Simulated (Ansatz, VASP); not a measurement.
One calculation of Li, two programs

```
Li
1.0
     0.00000    2.20932    2.20932
     2.20932    0.00000    2.20932
     2.20932    2.20932    0.00000
Li
1
Direct
  0.00000 0.00000 0.00000
```

Change from the starting cell: volume scaled by 1.01.

Alike in both runs: task single point; functional PBEsol; k mesh 13 × 13 × 13; occupations fermi-dirac, width 0.08 eV; no spin polarisation.

|  | VASP | Ansatz |
| --- | --- | --- |
| version | VASP 6.6.1 | Ansatz 0.2.0 |
| potentials or method | VASP PAW PBE potentials, release 64 (Li_sv), cutoff 750 eV | all-electron LAPW, scalar-relativistic |

VASP gave:

- pressure (GPa): -0.9

Q: What did Ansatz give for the same quantities?

A: Pressure (GPa): -0.8.

VASP's potentials were made for PBE, not for PBEsol. Ansatz ran all-electron here, and VASP with PAW potentials.
